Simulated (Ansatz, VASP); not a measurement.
# Two plane-wave programs on MgO

File INCAR:

```
SYSTEM = MgO
  PREC = Accurate
  ENCUT = 520
  EDIFF = 1E-6
  ISMEAR = 0
  SIGMA = 0.05
  LREAL = .False.
  LASPH = .True.
  NELM = 80
  ALGO = Normal
  ISIF = 2
  LWAVE = .False.
  LCHARG = .False.
  GGA = PE
  NBANDS = 16
```

Contents of KPOINTS:

```
Automatic mesh
0
Gamma
  9 9 6
  0 0 0
```

POSCAR

```
MgO
1.0
    3.4700000000      0.0000000000      0.0000000000
   -1.7350000000      3.0051081511      0.0000000000
    0.0000000000      0.0000000000      5.5313000000
Mg O
2 2
Direct
    0.3333333333      0.6666666667      0.0063188013
    0.6666666667      0.3333333333      0.5063188013
    0.3333333333      0.6666666667      0.3982811987
    0.6666666667      0.3333333333      0.8982811987
```

Input for Ansatz:

```yaml
crystal:
  lattice:
    - [3.47, 0.0, 0.0]
    - [-1.735, 3.0051081511, 0.0]
    - [0.0, 0.0, 5.5313]
  atoms:
    - { symbol: Mg, position: [0.3333333333, 0.6666666667, 0.0063188013] }
    - { symbol: Mg, position: [0.6666666667, 0.3333333333, 0.5063188013] }
    - { symbol: O, position: [0.3333333333, 0.6666666667, 0.3982811987] }
    - { symbol: O, position: [0.6666666667, 0.3333333333, 0.8982811987] }
basis:
  ecutwfc: 520.0
kpoints:
  mp_grid: { grid: [9, 9, 6] }
hamiltonian:
  xc: pbe
  pseudopotentials: { kind: paw, azcp: { folder: soft_1 } }
scf:
  occupations: { method: gaussian, width: 0.05 }
output:
  forces: true
  stress: true
  eigenvalues: true
```

Alike in both runs: task single point; functional PBE; k mesh 9 × 9 × 6; occupations gaussian, width 0.05 eV; no spin polarisation.

```csv
,VASP,Ansatz
version,VASP 6.6.1,Ansatz 0.2.0
potentials or method,"VASP PAW PBE potentials, release 64 (Mg, O), cutoff 520 eV","scalar-relativistic, plane waves, PAW"
valence electrons in the cell,16,32
```

```tsv
	VASP	Ansatz	Ansatz less VASP
gap on the k mesh at the Fermi level (eV)	2.59	2.61	+0.020
least direct gap on the mesh (eV)	2.59	2.61	+0.020
pressure (GPa)	-13.9	-13.5	+0.42
traceless stress, the component that is largest in VASP (GPa)	-0.98	-1.00	-0.016
rms of the force components (eV/Å)	0.092	0.091	-0.0012
```

Atom by atom the forces differ by 0.001 eV/Å (rms over components). With one functional, cell and mesh, what is left measures potentials, basis and numerics. VASP's potentials hold 16 valence electrons a cell and Ansatz's 32, so a difference there can come from the potentials and not from the codes.
